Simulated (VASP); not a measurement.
Slab: WSe2, a slab with vacuum.

```
Se W
1.0
     3.27115    0.00000    0.00000
    -1.63558    2.83290    0.00000
     0.00000    0.00000   31.56851
Se W
6 3
Direct
  0.66667 0.33333 0.23758
  0.66667 0.33333 0.34363
  0.33333 0.66667 0.44698
  0.33333 0.66667 0.55302
  0.66667 0.33333 0.65637
  0.66667 0.33333 0.76242
  0.33333 0.66667 0.29060
  0.66667 0.33333 0.50000
  0.33333 0.66667 0.70940
```

Base run:

```yaml
Program: VASP 6.6.1
Functional: PBEsol
Potentials_or_basis: VASP PAW PBE potentials, release 64 (Se, W_sv)
Cutoff: 400 eV
k_mesh: 13 × 13 × 1
Occupations: gaussian, width 0.05 eV
Spin: no spin polarisation
```

Its results: band gap on the k mesh 1.29 eV, indirect (least direct gap 1.79 eV); largest force 0.067 eV/Å.

Task: The run is repeated on the same cell with these changes: k mesh from 13 × 13 × 1 to 1 × 9 × 1; further incar settings from ALGO = Normal; EDIFF = 1e-06; NBANDS = 49; NELMDL = -8 to ALGO = Normal; EDIFF = 1e-06; NBANDS = 49; ISYM = 0; NELMDL = -8. What comes out?

Result: Band gap on the k mesh 1.43 eV, indirect (least direct gap 2.26 eV); largest force 1.403 eV/Å.

Caveats: some runs use coarse meshes; the PAW data sets were made with another functional, which shifts forces and pressure a little; spin-orbit coupling is left out, which moves the levels of the heavy elements.

A k mesh can miss the band edges.
